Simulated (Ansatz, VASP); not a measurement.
**Two plane-wave programs on HfO2**

```
Hf O
1.0
     0.00000    2.52190    2.52190
     2.52190    0.00000    2.52190
     2.52190    2.52190    0.00000
Hf O
1 2
Direct
  0.00000 0.00000 0.00000
  0.75000 0.75000 0.75000
  0.25000 0.25000 0.25000
```

Alike in both runs: functional PBEsol; k mesh 6 × 6 × 6; no spin polarisation.

Ansatz relaxed the structure, and its values are those at the end. VASP's run is a single point on that final structure, the one shown.

|  | VASP | Ansatz |
| --- | --- | --- |
| version | VASP 6.6.1 | Ansatz 0.2.0 |
| potentials or method | VASP PAW PBE potentials, release 64 (Hf_pv, O) | scalar-relativistic, plane waves, PAW |
| plane-wave cutoff (eV) | 600 | 420 |
| occupations | gaussian, width 0.01 eV | fixed |
| valence electrons in the cell | 22 | 38 |

VASP gave:

* gap on the k mesh at the Fermi level (eV): 3.71
* least direct gap on the mesh (eV): 3.71
* pressure (GPa): -3.9

**Question.** Estimate Ansatz's values.

**Answer.** gap on the k mesh at the Fermi level (eV): 3.69; least direct gap on the mesh (eV): 3.69; pressure (GPa): 0.0.

VASP's potentials were made for PBE, not for PBEsol. VASP's potentials hold 22 valence electrons a cell and Ansatz's 38, so a difference there can come from the potentials and not from the codes.

Neither program's run includes spin-orbit coupling.
